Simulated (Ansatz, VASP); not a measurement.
## One calculation of MgO, two programs

Contents of INCAR:

```
SYSTEM = MgO
  PREC = Accurate
  ENCUT = 520
  EDIFF = 1E-6
  ISMEAR = 0
  SIGMA = 0.05
  LREAL = .False.
  LASPH = .True.
  NELM = 80
  ALGO = Normal
  ISIF = 2
  LWAVE = .False.
  LCHARG = .False.
  GGA = PE
  NBANDS = 16
```

File KPOINTS:

```
Automatic mesh
0
Gamma
  9 9 6
  0 0 0
```

File POSCAR:

```
MgO
1.0
    3.3805000000      0.0000000000      0.0000000000
   -1.6902500000      2.9275988775      0.0000000000
    0.0000000000      0.0000000000      4.0274000000
Mg O
2 2
Direct
    0.6666666667      0.3333333333      0.7500000000
    0.3333333333      0.6666666667      0.2500000000
    0.6666666667      0.3333333333      0.2500000000
    0.3333333333      0.6666666667      0.7500000000
```

Input for Ansatz:

```yaml
crystal:
  lattice:
    - [3.3805, 0.0, 0.0]
    - [-1.69025, 2.9275988775, 0.0]
    - [0.0, 0.0, 4.0274]
  atoms:
    - { symbol: Mg, position: [0.6666666667, 0.3333333333, 0.75] }
    - { symbol: Mg, position: [0.3333333333, 0.6666666667, 0.25] }
    - { symbol: O, position: [0.6666666667, 0.3333333333, 0.25] }
    - { symbol: O, position: [0.3333333333, 0.6666666667, 0.75] }
basis:
  ecutwfc: 520.0
kpoints:
  mp_grid: { grid: [9, 9, 6] }
hamiltonian:
  xc: pbe
  pseudopotentials: { kind: paw, azcp: { folder: soft_1 } }
scf:
  occupations: { method: gaussian, width: 0.05 }
output:
  forces: true
  stress: true
  eigenvalues: true
```

Alike in both runs: task single point; functional PBE; k mesh 9 × 9 × 6; occupations gaussian, width 0.05 eV; no spin polarisation.

```csv
,VASP,Ansatz
version,VASP 6.6.1,Ansatz 0.2.0
potentials or method,"VASP PAW PBE potentials, release 64 (Mg, O), cutoff 520 eV","scalar-relativistic, plane waves, PAW"
valence electrons in the cell,16,32
```

Ansatz gave:

- gap on the k mesh at the Fermi level (eV): 3.97
- least direct gap on the mesh (eV): 3.97
- pressure (GPa): 21.7
- traceless stress, the component that is largest in VASP (GPa): 2.97

What did VASP give for the same quantities?

gap on the k mesh at the Fermi level (eV): 3.95; least direct gap on the mesh (eV): 3.95; pressure (GPa): 21.2; traceless stress, the component that is largest in VASP (GPa): 2.83.

With one functional, cell and mesh, what is left measures potentials, basis and numerics. VASP's potentials hold 16 valence electrons a cell and Ansatz's 32, so a difference there can come from the potentials and not from the codes.
